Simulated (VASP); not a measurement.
# CaC2 (R-3m) in VASP: notebook

The runs below take CaC2 through single point, with LDA.

Everything below comes from runs of VASP 6.6.1. Logs are shortened: lines on timing, memory, paths and dates and some standing lists are left out, and cuts for length are marked.

## (1) The cell of the first run

Symmetry: R-3m, No. 166, trigonal system. Conventional cell: a = 3.767 Å, b = 3.767 Å, c = 12.640 Å, α = 90.00°, β = 90.00°, γ = 120.00°. Ca (site symmetry -3m) has 12 C at 2.61 to 3.53 Å within 3.6 Å. C (site symmetry 3m) has 1 C at 1.34 Å within 1.8 Å.

## (2) Single point, LDA

INCAR

```
SYSTEM = CaC2
PREC = Accurate
ENCUT = 520
EDIFF = 1E-6
ISMEAR = 0
SIGMA = 0.05
LREAL = .FALSE.
LASPH = .TRUE.
NELM = 60
ALGO = Normal
ISIF = 2
LWAVE = .FALSE.
LCHARG = .FALSE.
NBANDS = 16
```

KPOINTS

```
Automatic mesh
0
G
  9 9 9
  0 0 0
```

POSCAR

```
CaC2
1.0
    1.8835953102      1.0874942594      4.2132578060
   -1.8835953102      1.0874942594      4.2132578060
    0.0000000000     -2.1749885188      4.2132578059
Ca C
1 2
Direct
    0.0000000000      0.0000000000      0.0000000000
    0.5529150000      0.5529150000      0.5529150000
    0.4470850000      0.4470850000      0.4470850000
```

Potentials or basis: VASP PAW LDA potentials, release 64 (Ca_sv, C).

The run is started by

```console
$ cat potpaw_LDA.64/Ca_sv/POTCAR potpaw_LDA.64/C/POTCAR > POTCAR
$ mpirun -np 1 vasp_std > vasp.out
```

OUTCAR:

```text
SYSTEM = CaC2
   PREC = Accurate
   ENCUT = 520
   EDIFF = 1E-6
   ISMEAR = 0
   LREAL = .FALSE.
   LASPH = .TRUE.
   NELM = 60
   ISIF = 2

 ion  position               nearest neighbor table
   1  0.000  0.000  0.000-   2 2.61   2 2.61   3 2.61   3 2.61   2 2.61   3 2.61
   2  0.553  0.553  0.553-   3 1.34   1 2.61   1 2.61   1 2.61
   3  0.447  0.447  0.447-   2 1.34   1 2.61   1 2.61   1 2.61

  LATTYP: Found a trigonal (rhomboedric) cell.
 ALAT       =     4.7415310182
 COS(alpha) =     0.6843774643

  Lattice vectors:

 A1 = (   1.8835953102,   1.0874942594,   4.2132578060)
 A2 = (  -1.8835953102,   1.0874942594,   4.2132578060)
 A3 = (   0.0000000000,  -2.1749885188,   4.2132578059)

Analysis of symmetry for initial positions (statically):
=====================================================================
 Subroutine PRICEL returns:
 Original cell was already a primitive cell.

 Routine SETGRP: Setting up the symmetry group for a
 trigonal (rhombohedral) supercell.

 Subroutine GETGRP returns: Found 12 space group operations
 (whereof 12 operations were pure point group operations)
 out of a pool of 12 trial point group operations.

The static configuration has the point symmetry D_3d.

Analysis of symmetry for dynamics (positions and initial velocities):
=====================================================================
 Subroutine PRICEL returns:
 Original cell was already a primitive cell.

 Routine SETGRP: Setting up the symmetry group for a
 trigonal (rhombohedral) supercell.

 Subroutine GETGRP returns: Found 12 space group operations
 (whereof 12 operations were pure point group operations)
 out of a pool of 12 trial point group operations.

The dynamic configuration has the point symmetry D_3d.

 Subroutine INISYM returns: Found 12 space group operations
 (whereof 12 operations are pure point group operations),
 and found     1 'primitive' translations

----------------------------------------------------------------------------------------

                                     Primitive cell

  volume of cell :      51.7826

  direct lattice vectors                    reciprocal lattice vectors
     1.883595310  1.087494259  4.213257806     0.265449801  0.153257514  0.079115342
    -1.883595310  1.087494259  4.213257806    -0.265449801  0.153257514  0.079115342
     0.000000000 -2.174988519  4.213257806     0.000000000 -0.306515028  0.079115342

  length of vectors
     4.741531018  4.741531018  4.741531018     0.316560736  0.316560736  0.316560736

  position of ions in fractional coordinates (direct lattice)
     0.000000000  0.000000000  0.000000000
     0.552915000  0.552915000  0.552915000
     0.447085000  0.447085000  0.447085000

  ion indices of the primitive-cell ions
   primitive index   ion index
                 1           1
                 2           2
                 3           3

----------------------------------------------------------------------------------------

 KPOINTS: Automatic mesh

Automatic generation of k-mesh.
 Grid dimensions read from file:
 generate k-points for:    9    9    9

 Generating k-lattice:

  Cartesian coordinates                     Fractional coordinates (reciprocal lattice)
     0.029494422  0.017028613  0.008790594     0.111111111  0.000000000  0.000000000
    -0.029494422  0.017028613  0.008790594     0.000000000  0.111111111  0.000000000
     0.000000000 -0.034057225  0.008790594     0.000000000  0.000000000  0.111111111

  Length of vectors
     0.035173415  0.035173415  0.035173415

  Shift w.r.t. Gamma in fractional coordinates (k-lattice)
     0.000000000  0.000000000  0.000000000

 Subroutine IBZKPT returns following result:
 ===========================================

 Found     85 irreducible k-points:

 Following reciprocal coordinates:
            Coordinates               Weight
  0.000000  0.000000  0.000000      1.000000
  0.111111 -0.000000  0.000000      6.000000
  0.222222 -0.000000  0.000000      6.000000
  0.333333 -0.000000  0.000000      6.000000
  0.444444 -0.000000  0.000000      6.000000
  0.111111  0.111111  0.000000      6.000000
[... 16 lines left out ...]
 -0.333333  0.333333  0.000000      6.000000
  0.444444  0.444444  0.000000      6.000000
 [... further k-points ...]
   k-points           NKPTS =     85   k-points in BZ     NKDIM =     85   number of bands    NBANDS=     16
   number of dos      NEDOS =    301   number of ions     NIONS =      3
   total plane-waves  NPLWV =  46656
   dimension x,y,z NGX =    36 NGY =   36 NGZ =   36
   dimension x,y,z NGXF=    72 NGYF=   72 NGZF=   72
   ions per type =               1   2
   NGX,Y,Z   is equivalent  to a cutoff of  12.62, 12.62, 12.62 a.u.
   NGXF,Y,Z  is equivalent  to a cutoff of  25.24, 25.24, 25.24 a.u.
 SYSTEM =  CaC2
   PREC   = accura    normal or accurate (medium, high low for compatibility)
   ISTART =      0    job   : 0-new  1-cont  2-samecut
   ICHARG =      2    charge: 1-file 2-atom 10-const
   ISPIN  =      1    spin polarized calculation?
   LNONCOLLINEAR =      F non collinear calculations
   LSORBIT =      F    spin-orbit coupling
   LASPH  =      T    aspherical Exc in radial PAW
   ENCUT  =  520.0 eV  38.22 Ry    6.18 a.u.   8.82  8.82  8.82*2*pi/ulx,y,z
   NELM   =     60;   NELMIN=  2; NELMDL= -5     # of ELM steps
   EDIFF  = 0.1E-05   stopping-criterion for ELM
   LREAL  =      F    real-space projection
   EDIFFG = 0.1E-04   stopping-criterion for IOM
   NSW    =      0    number of steps for IOM
   IBRION =     -1    ionic relax: 0-MD 1-quasi-New 2-CG
   NFREE  =      0    steps in history (QN), initial steepest desc. (CG)
   ISIF   =      2    stress and relaxation
   ISYM   =      2    0-nonsym 1-usesym 2-fastsym
   POTIM  = 0.5000    time-step for ionic-motion
   TEBEG  =    0.0;   TEEND  =   0.0 temperature during run
   PSTRESS=    0.0 pullay stress
   NELECT =      18.0000    total number of electrons
   NUPDOWN=      -1.0000    fix difference up-down
   EMIN   =  10.00;   EMAX   =-10.00  energy-range for DOS
   EFERMI =   0.00;   METHOD = LEGACY
   ISMEAR =     0;   SIGMA  =   0.05  broadening in eV -4-tet -1-fermi 0-gaus
   EFERMI_NEDOS =   21; number of points for ismear=-14 and -15
   IALGO  =     38    algorithm
   IMIX   =      4    mixing-type and parameters
     AMIX     =   0.40;   BMIX     =  1.00
     AMIX_MAG =   1.60;   BMIX_MAG =  1.00
  volume/ion in A,a.u.               =      17.26       116.48
  Fermi-wavevector in a.u.,A,eV,Ry     =   1.151077  2.175220 18.027424  1.324978
  Thomas-Fermi vector in A             =   2.287737
   LORBIT       =      0    0 simple, 1 ext, 2 COOP (PROOUT), +10 PAW based schemes
   GGA     = CA    functional components
   LHFCALC =     F    Hartree Fock is set to
   AEXX    =    0.0000 exact exchange contribution
   IVDW    =     0    specifies the selected vdW correction
   LEPSILON=     F    determine dielectric tensor
   LRPA    =     F    only Hartree local field effects (RPA)
 non-spin polarized calculation
 Gauss-broadening in eV      SIGMA  =   0.05
  energy-cutoff  :      520.00
  volume of cell :       51.78
 maximum number of plane-waves:      1417
   NGX = 17   NGY = 17   NGZ = 17

 number of electron      18.0000001 magnetization

 Free energy of the ion-electron system (eV)
  ---------------------------------------------------
  ext. energy  EPLUGINS =         0.00000000
  ---------------------------------------------------
  free energy    TOTEN  =       -21.66278250 eV

  energy without entropy =      -21.66278250  energy(sigma->0) =      -21.66278250

 E-fermi :   0.7315     XC(G=0):  -9.4714

 val. band max:        0.5131495014   @ k =   0.4444   0.4444   0.4444
 cond. band min:       2.9153510456   @ k =   0.4444   0.4444   0.0000
 fundamental gap:      2.4022015442
 Fermi energy:         0.7314913408

 k-point     1 :       0.0000    0.0000    0.0000
  band No.  band energies     occupation
      1     -37.7873      2.00000
      2     -19.1409      2.00000
      3     -19.0157      2.00000
      4     -19.0157      2.00000
      5     -11.0972      2.00000
      6      -2.5273      2.00000
[... 8 lines left out ...]
     15       8.9333      0.00000
     16      10.5146      0.00000

 k-point     2 :       0.1111   -0.0000    0.0000
  band No.  band energies     occupation
      1     -37.7851      2.00000
      2     -19.1375      2.00000
      3     -19.0421      2.00000
      4     -19.0209      2.00000
      5     -11.0425      2.00000
      6      -2.6997      2.00000
[... 8 lines left out ...]
     15       8.9717      0.00000
     16      10.2285      0.00000

 k-point     3 :       0.2222   -0.0000    0.0000
  band No.  band energies     occupation
      1     -37.7794      2.00000
      2     -19.1306      2.00000
      3     -19.1060      2.00000
      4     -19.0339      2.00000
      5     -10.9019      2.00000
      6      -2.9783      2.00000
[... 8 lines left out ...]
     15       8.9608      0.00000
     16       9.7140      0.00000

 k-point     4 :       0.3333   -0.0000    0.0000
  band No.  band energies     occupation
      1     -37.7730      2.00000
      2     -19.1833      2.00000
      3     -19.1165      2.00000
      4     -19.0487      2.00000
      5     -10.7378      2.00000
      6      -3.2206      2.00000
[... 8 lines left out ...]
     15       8.6995      0.00000
     16       8.9690      0.00000

 k-point     5 :       0.4444   -0.0000    0.0000
  band No.  band energies     occupation
      1     -37.7688      2.00000
      2     -19.2299      2.00000
      3     -19.1102      2.00000
      4     -19.0583      2.00000
      5     -10.6276      2.00000
      6      -3.3615      2.00000
[... 8 lines left out ...]
     15       8.4132      0.00000
     16       8.8151      0.00000

 k-point     6 :       0.1111    0.1111    0.0000
  band No.  band energies     occupation
      1     -37.7850      2.00000
      2     -19.1391      2.00000
      3     -19.0415      2.00000
      4     -19.0214      2.00000
      5     -11.0346      2.00000
      6      -2.8848      2.00000
[... 8 lines left out ...]
     15       8.9029      0.00000
     16      10.0145      0.00000

 k-point     7 :       0.2222    0.1111    0.0000
  band No.  band energies     occupation
      1     -37.7810      2.00000
      2     -19.1346      2.00000
      3     -19.0848      2.00000
      4     -19.0328      2.00000
      5     -10.9351      2.00000
      6      -3.0902      2.00000
[... 8 lines left out ...]
     15       8.9319      0.00000
     16       9.5157      0.00000

 k-point     8 :       0.3333    0.1111    0.0000
  band No.  band energies     occupation
      1     -37.7750      2.00000
      2     -19.1522      2.00000
      3     -19.1219      2.00000
      4     -19.0517      2.00000
      5     -10.7880      2.00000
      6      -3.2515      2.00000
[... 8 lines left out ...]
     15       8.8162      0.00000
     16       8.9369      0.00000

 k-point     9 :       0.4444    0.1111   -0.0000
  band No.  band energies     occupation
      1     -37.7697      2.00000
      2     -19.2058      2.00000
      3     -19.1137      2.00000
      4     -19.0688      2.00000
      5     -10.6609      2.00000
      6      -3.3365      2.00000
[... 8 lines left out ...]
     15       8.4492      0.00000
     16       8.8592      0.00000
[... 172 lines left out ...]
 k-point    19 :      -0.2222    0.2222    0.0000
  band No.  band energies     occupation
      1     -37.7702      2.00000
      2     -19.1832      2.00000
      3     -19.1133      2.00000
      4     -19.0833      2.00000
      5     -10.7043      2.00000
      6      -3.0366      2.00000
[... 8 lines left out ...]
     15       8.8877      0.00000
     16       9.1839      0.00000

 k-point    20 :       0.3333    0.3333    0.0000
  band No.  band energies     occupation
      1     -37.7727      2.00000
      2     -19.1740      2.00000
      3     -19.1265      2.00000
      4     -19.0521      2.00000
      5     -10.7782      2.00000
      6      -3.2153      2.00000
[... 8 lines left out ...]
     15       8.8450      0.00000
     16       9.6679      0.00000

 k-point    21 :       0.4444    0.3333    0.0000
  band No.  band energies     occupation
      1     -37.7695      2.00000
      2     -19.1958      2.00000
      3     -19.1214      2.00000
      4     -19.0728      2.00000
      5     -10.7245      2.00000
      6      -3.1561      2.00000
[... 8 lines left out ...]
     15       9.0506      0.00000
     16       9.7422      0.00000

 k-point    22 :      -0.4444    0.3333    0.0000
  band No.  band energies     occupation
      1     -37.7667      2.00000
      2     -19.1914      2.00000
      3     -19.1179      2.00000
      4     -19.1129      2.00000
      5     -10.6662      2.00000
      6      -3.1161      2.00000
[... 8 lines left out ...]
     15       9.1689      0.00000
     16       9.6153      0.00000

 k-point    23 :      -0.3333    0.3333    0.0000
  band No.  band energies     occupation
      1     -37.7657      2.00000
      2     -19.1658      2.00000
      3     -19.1588      2.00000
      4     -19.1093      2.00000
      5     -10.6296      2.00000
      6      -3.1163      2.00000
[... 8 lines left out ...]
     15       9.1613      0.00000
     16       9.2647      0.00000

 k-point    24 :       0.4444    0.4444    0.0000
  band No.  band energies     occupation
      1     -37.7684      2.00000
      2     -19.2173      2.00000
      3     -19.1209      2.00000
      4     -19.0628      2.00000
      5     -10.7262      2.00000
      6      -3.0766      2.00000
[... 8 lines left out ...]
     15       9.2839      0.00000
     16       9.8006      0.00000

 [... further k-points ...]
[... 5 lines left out ...]
  --------------------------------------------------------------------------------------
  -------------------------------------------------------------------------------------
  Total       -0.5286424     -0.5286424     -9.8527537      0.0000000     -0.0000000      0.0000000
  in kB      -16.3564387    -16.3564387   -304.8487038      0.0000000     -0.0000000      0.0000000
  external PRESSURE =    -112.5205271 kB  Pullay stress =       0.0000000 kB

 VOLUME and BASIS-vectors are now :
 -----------------------------------------------------------------------------
  energy-cutoff  :      520.00
  volume of cell :       51.78
      direct lattice vectors                 reciprocal lattice vectors
     1.883595310  1.087494259  4.213257806     0.265449801  0.153257514  0.079115342
    -1.883595310  1.087494259  4.213257806    -0.265449801  0.153257514  0.079115342
     0.000000000 -2.174988519  4.213257806     0.000000000 -0.306515028  0.079115342

 POSITION                                       TOTAL-FORCE (eV/Angst)
 -----------------------------------------------------------------------------------
      0.00000      0.00000      0.00000         0.000000      0.000000      0.000000
      0.00000      0.00000      6.98872        -0.000000      0.000000     -5.324473
      0.00000      0.00000      5.65105        -0.000000      0.000000      5.324473
 -----------------------------------------------------------------------------------
    total drift:                                0.000000      0.000000     -0.000000

  FREE ENERGIE OF THE ION-ELECTRON SYSTEM (eV)
  ---------------------------------------------------
  free  energy   TOTEN  =       -21.6627825048 eV

  energy  without entropy=      -21.6627825048  energy(sigma->0) =      -21.66278250
```

Run time: 2.2 min. Hardware: 1 thread of Intel Xeon 8259CL, shared host; peak memory 0.21 GiB.

Results:

| Property | Result |
| --- | --- |
| Free energy | -21.6628 eV |
| Pressure | -11.3 GPa |
| Largest force | 5.324 eV/Å |
| Band gap on the k mesh | 2.40 eV (least direct gap 2.93 eV) |

Forces in eV/Å, atoms in the order of the input:
```
Ca   0.000  0.000  0.000
C    0.000  0.000 -5.324
C    0.000  0.000  5.324
```

Levels at points of the mesh, in eV from the valence-band top:
```tsv
k point	band 5	band 6	band 7	band 8	band 9	band 10	band 11	band 12	band 13	band 14
(0.00, 0.00, 0.00)	-11.61	-3.04	-2.57	-0.03	-0.03	3.19	3.19	4.62	5.90	5.90
```

Caveat: the cell stands under tension; an odd mesh through Γ misses points on the zone boundary, where band edges can lie; forces of over 1 eV/Å act on the atoms, so gaps and moduli don't describe the material at rest.

## (3) Single point, LDA

This run uses another cell than the first one, of the same volume but with other edges.

INCAR

```
SYSTEM = CaC2
PREC     = Accurate       ! precision mode
ENCUT    = 520            ! plane-wave cutoff, eV
EDIFF    = 1E-6           ! SCF threshold, eV
ISMEAR   = 0              ! smearing method
SIGMA    = 0.05           ! smearing width, eV
LREAL    = .False.        ! projectors in reciprocal space
LASPH    = .True.         ! aspherical terms in the spheres
NELM     = 80             ! most SCF steps
ALGO     = Normal         ! electronic algorithm
ISIF     = 2              ! what is computed and relaxed
LWAVE    = .False.        ! write WAVECAR
LCHARG   = .False.        ! write CHGCAR
NBANDS   = 16             ! bands
```

KPOINTS

```
regular mesh
0
Gamma
  9 9 9
  0 0 0
```

POSCAR

```
CaC2
1.0
    1.9710368834      1.1379786752      3.8477224091
   -1.9710368834      1.1379786752      3.8477224091
    0.0000000000     -2.2759573504      3.8477224091
Ca C
1 2
Direct
    0.0000000000      0.0000000000      0.0000000000
    0.5529150000      0.5529150000      0.5529150000
    0.4470850000      0.4470850000      0.4470850000
```

Potentials or basis: VASP PAW LDA potentials, release 64 (Ca_sv, C).

The run is started by

```console
$ cat potpaw_LDA.64/Ca_sv/POTCAR potpaw_LDA.64/C/POTCAR > POTCAR
$ mpirun -np 1 vasp_std > vasp.out
```

Wall time 2.3 min (1 thread of Intel Xeon 8259CL, shared host); peak memory 0.21 GiB.

It converged, with:

| Quantity | Value |
| --- | --- |
| Free energy | -21.9310 eV |
| Pressure | -1.7 GPa |
| Largest force | 2.625 eV/Å |
| Band gap on the k mesh | 2.71 eV (least direct gap 3.85 eV) |

Forces on the atoms (eV/Å):
```
Ca   0.000  0.000  0.000
C    0.000  0.000  2.625
C    0.000  0.000 -2.625
```

Stress tensor (GPa, compression positive):
```
-5.85  0.00  0.00
 0.00 -5.85  0.00
 0.00  0.00  6.74
```

Levels at points of the mesh, in eV from the valence-band top:
| k point | band 5 | band 6 | band 7 | band 8 | band 9 | band 10 | band 11 | band 12 | band 13 | band 14 |
| --- | --- | --- | --- | --- | --- | --- | --- | --- | --- | --- |
| (0.00, 0.00, 0.00) | -12.61 | -2.84 | -2.48 | -1.06 | -1.06 | 3.04 | 3.04 | 3.97 | 5.24 | 5.24 |

Caveat: an odd mesh through Γ misses points on the zone boundary, where band edges can lie; forces of over 1 eV/Å act on the atoms, so gaps and moduli don't describe the material at rest.

(Part 1 of 2 ends here.)
